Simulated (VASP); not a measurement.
Here is a VASP 6.6.1 calculation.

File INCAR:

```
PREC = Accurate
ENCUT = 520
EDIFF = 1E-6
ISMEAR = -1
SIGMA = 0.02
LREAL = F
LASPH = T
NELM = 100
ALGO = Normal
ISIF = 2
LWAVE = F
LCHARG = F
GGA = PE
NBANDS = 14
```

File KPOINTS:

```
regular mesh
0
Gamma
  10 10 10
```

POSCAR

```
NaF
1.0
    2.8464683215      0.0529831030      0.0529831030
    0.0529831030      2.8464683215      0.0529831030
    0.0529831030      0.0529831030      2.8464683215
Na F
1 1
Direct
    0.0000000000      0.0000000000      0.0000000000
    0.5000000000      0.5000000000      0.5000000000
```

Potentials or basis: VASP PAW PBE potentials, release 64 (Na_pv, F).

Run with:

```sh
$ cat potpaw_PBE.64/Na_pv/POTCAR potpaw_PBE.64/F/POTCAR > POTCAR
$ mpirun -np 1 vasp_std > vasp.out
```

Task: Estimate the band gap on the k mesh.

Result: 5.77 eV (least direct gap 6.02 eV).

Task: What does it give for the pressure?

Result: 1.0 GPa.

Stress tensor (GPa, compression positive):
```
1.02 0.08 0.08
0.08 1.02 0.08
0.08 0.08 1.02
```

Caveat: the cell differs from its parent crystal (strain along [111] +5.7%). A k mesh can miss the band edges.
